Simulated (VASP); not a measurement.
**HgTe (zincblende type): single point with LDA**

HgTe (zincblende type):

```
Hg Te
1.0
     0.00000    2.88328    2.88328
     2.88328    0.00000    2.88328
     2.88328    2.88328    0.00000
Hg Te
1 1
Direct
  0.00000 0.00000 0.00000
  0.25000 0.25000 0.25000
```

This cell differs from its parent crystal: volume scaled by 0.72.

```json
{"Program": "VASP 6.6.1", "Task": "single point", "Functional": "LDA", "Potentials or basis": "VASP PAW LDA potentials, release 64 (Hg, Te)", "Cutoff": "520 eV", "k mesh": "11 × 11 × 11", "Occupations": "fermi-dirac, width 0.05 eV", "Spin": "no spin polarisation", "Dipole correction": "no", "Further INCAR settings": "ALGO = Normal; EDIFF = 1e-06; NBANDS = 16"}
```

```json
{
 "Pressure": "37.2 GPa"
}
```

Levels at points of the mesh, in eV from the Fermi level:
| k point | band 6 | band 7 | band 8 | band 9 | band 10 | band 11 | band 12 | band 13 |
| --- | --- | --- | --- | --- | --- | --- | --- | --- |
| (0.00, 0.00, 0.00) | -9.18 | -0.07 | -0.07 | -0.07 | -0.03 | 3.20 | 3.20 | 3.20 |

Wall time 34 s on 1 thread of Intel(R) Xeon(R) Platinum 8259CL CPU @ 2.50GHz (Skylake/Cascade Lake) (shared host), peak memory 0.18 GiB.

Caveat: spin-orbit coupling is left out, which moves the levels of the heavy elements.
